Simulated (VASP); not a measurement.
Ge: single point with LDA

Slab: Ge, a slab with vacuum.

```
CELL_PARAMETERS angstrom
3.70400 0.00000 0.00000
-1.85200 3.20776 0.00000
0.00000 0.00000 28.00000
ATOMIC_POSITIONS crystal
Ge 0.33333 0.66667 0.50255
Ge 0.66667 0.33333 0.49745
```

```yaml
Program: VASP 6.6.1
Task: single point
Functional: LDA
Potentials_or_basis: VASP PAW LDA potentials, release 64 (Ge_d)
Cutoff: 520 eV
k_mesh: 12 × 12 × 1
Occupations: gaussian, width 0.1 eV
Spin: no spin polarisation
```

```json
{
 "Largest force": "0.535 eV/Å",
 "Band gap on the k mesh": "zero (filled and empty bands touch)"
}
```

Forces in eV/Å, atoms in the order of the input:
```
Ge   0.000  0.000  0.535
Ge   0.000  0.000 -0.535
```

Levels at points of the mesh, in eV from the Fermi level:
```tsv
k point	band 11	band 12	band 13	band 14	band 15	band 16	band 17	band 18
(0.00, 0.00, 0.00)	-13.50	-3.91	-1.25	-1.25	1.51	2.83	3.93	3.93
(0.50, 0.00, 0.00)	-10.85	-8.96	-3.37	-1.25	0.84	1.13	6.20	6.58
```

Wall time 3.3 min on 1 thread of AMD EPYC 7R43 64-Core Processor (Zen 3) (shared host), peak memory 0.31 GiB.
